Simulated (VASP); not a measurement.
TiHg3Sb2, 6 atoms in the cell. The structure is trigonal, space group P-3m1 (No. 164). Conventional cell: a = 4.527 Å, b = 4.527 Å, c = 9.020 Å, α = 90.00°, β = 90.00°, γ = 120.00°. Ti (site symmetry -3m) has 6 Hg at 2.87 Å and 6 Sb at 3.53 Å within 3.8 Å. Hg (site symmetry -3m) has 6 Sb at 3.38 Å and 12 Hg at 4.24 to 4.53 Å and 2 Ti at 4.51 Å within 4.6 Å. Hg (site symmetry 3m) has 3 Ti at 2.87 Å and 4 Sb at 2.87 to 3.55 Å and 3 Hg at 3.52 Å within 3.8 Å. Within 3.8 Å of Sb (site symmetry 3m) lie 7 Hg at 2.87 to 3.55 Å and 3 Ti at 3.53 Å. The cell was generated, and may not be a known phase.

| Item | Value |
| --- | --- |
| Program | VASP 6.6.1 |
| Task | single point |
| Functional | PBE |
| Potentials or basis | VASP PAW PBE potentials, release 64 (Ti_sv, Hg, Sb) |
| Cutoff | 520 eV |
| k mesh | 6 × 6 × 2 |
| Occupations | gaussian, width 0.1 eV |
| Spin | no spin polarisation |
| Dipole correction | no |
| Further INCAR settings | ALGO = Fast; EDIFF = 1e-07; NBANDS = 38 |

Potentials or basis: VASP PAW PBE potentials, release 64 (Ti_sv, Hg, Sb).

Command:

```console
$ cat potpaw_PBE.64/Ti_sv/POTCAR potpaw_PBE.64/Hg/POTCAR potpaw_PBE.64/Sb/POTCAR > POTCAR
$ mpirun -np 1 vasp_std > vasp.out
```

Hardware: 1 thread of Intel(R) Xeon(R) 6975P-C (Granite Rapids), on a shared host.

Task: Estimate the wall time of this run.

Result: It took 120 s on 1 thread of Intel(R) Xeon(R) 6975P-C (Granite Rapids), with other jobs on the host, peak memory 0.34 GiB. Counts: scf iterations 34, k points 14.
